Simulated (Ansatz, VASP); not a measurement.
**H2CS2O in VASP and in Ansatz**

```
S C O H
1.0
     8.77638    0.00000    0.00000
     0.00000    8.77638    0.00000
     0.00000    0.00000    8.77638
S C O H
8 4 4 8
Cartesian
  2.7329 6.9543 9.6336
  4.0211 5.2466 7.3517
  6.8024 1.6548 4.6000
  6.7818 0.3485 1.7614
  3.6387 3.0968 2.7654
  3.0462 1.8425 -0.0400
  -0.1917 5.9988 6.2743
  1.1992 3.2645 5.6814
  3.3712 6.1088 8.4905
  6.7973 0.9861 3.1869
  3.3390 2.4816 1.3507
  0.4920 4.6267 5.9602
  6.0059 5.7192 2.6781
  1.8318 -0.0732 3.5053
  5.6889 8.2684 7.1504
  3.2773 0.7303 5.9625
  5.9797 6.2804 1.8834
  5.3285 5.0398 2.4933
  1.9497 0.7922 3.0672
  0.8691 -0.1732 3.5779
  6.3575 8.4406 6.4666
  5.5349 7.3077 7.1060
  4.0641 0.2288 6.2548
  2.9040 0.2454 5.2043
```

Alike in both runs: functional PBE; dispersion D3(BJ); k mesh 1 × 1 × 1; occupations fermi-dirac, width 0.05 eV; no spin polarisation.

Ansatz relaxed the structure, and its values are those at the end. VASP's run is a single point on that final structure, the one shown.

|  | VASP | Ansatz |
| --- | --- | --- |
| version | VASP 6.6.1 | Ansatz 0.2.0 |
| potentials or method | VASP PAW PBE potentials, release 64 (S, C_h, O_h, H_h), cutoff 1000 eV | scalar-relativistic, plane waves, PAW |
| valence electrons in the cell | 96 | 96 |

VASP gave:

- rms of the force components (eV/Å): 0.123

Question: What did Ansatz give for the same quantities?

Answer: rms of the force components (eV/Å): 0.061.
